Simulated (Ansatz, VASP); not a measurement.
One calculation of CaB2, two programs

File INCAR:

```
SYSTEM = CaB2
PREC = Accurate ; ENCUT = 520
EDIFF = 1E-7 ; ISMEAR = 0
SIGMA = 0.05 ; LREAL = .FALSE.
LASPH = .TRUE. ; NELM = 60
ALGO = Normal ; ISIF = 2
LWAVE = .FALSE. ; LCHARG = .FALSE.
GGA = PS ; NBANDS = 15
```

Contents of KPOINTS:

```
regular mesh
0
G
  12 12 8
  0 0 0
```

POSCAR

```
CaB2
1.0
    3.2635578483      0.0000000000      0.0000000000
   -1.6317789241      2.7709058856      0.0000000000
    0.0000000000      0.0000000000      4.0244130540
Ca B
1 2
Direct
    0.0000000000      0.0000000000      0.0000000000
    0.3333333333      0.6666666667      0.5000000000
    0.6666666667      0.3333333333      0.5000000000
```

Input for Ansatz:

```yaml
crystal:
  lattice:
    - [3.2635578483, 0.0, 0.0]
    - [-1.6317789241, 2.7709058856, 0.0]
    - [0.0, 0.0, 4.024413054]
  atoms:
    - { symbol: Ca, position: [0.0, 0.0, 0.0] }
    - { symbol: B, position: [0.3333333333, 0.6666666667, 0.5] }
    - { symbol: B, position: [0.6666666667, 0.3333333333, 0.5] }
basis:
  ecutwfc: 420
  ecutrho_ratio: 4
kpoints:
  mp_grid: { grid: [12, 12, 8] }
hamiltonian:
  xc: pbesol
scf:
  occupations: { method: gaussian, width: 0.05 }
output:
  forces: true
  stress: true
  eigenvalues: true
```

Change from the starting cell: strain e1 = +0.02, atoms carried along.

Alike in both runs: task single point; functional PBEsol; k mesh 12 × 12 × 8; occupations gaussian, width 0.05 eV; no spin polarisation.

```csv
,VASP,Ansatz
version,VASP 6.6.1,Ansatz 0.2.0
potentials or method,"VASP PAW PBE potentials, release 64 (Ca_sv, B), cutoff 520 eV","scalar-relativistic, plane waves, PAW"
valence electrons in the cell,16,16
```

```csv
,VASP,Ansatz,Ansatz less VASP
gap on the k mesh at the Fermi level (eV),none,none,-
pressure (GPa),-2.1,-2.5,-0.37
"traceless stress, the component that is largest in VASP (GPa)",-3.32,-3.27,+0.054
rms of the force components (eV/Å),0.031,0.031,0.0000
```

VASP's potentials were made for PBE, not for PBEsol. Atom by atom the forces differ by 0.000 eV/Å (rms over components). A gap of «none» marks a metal or a gap that the smearing closes. With one functional, cell and mesh, what is left measures potentials, basis and numerics.
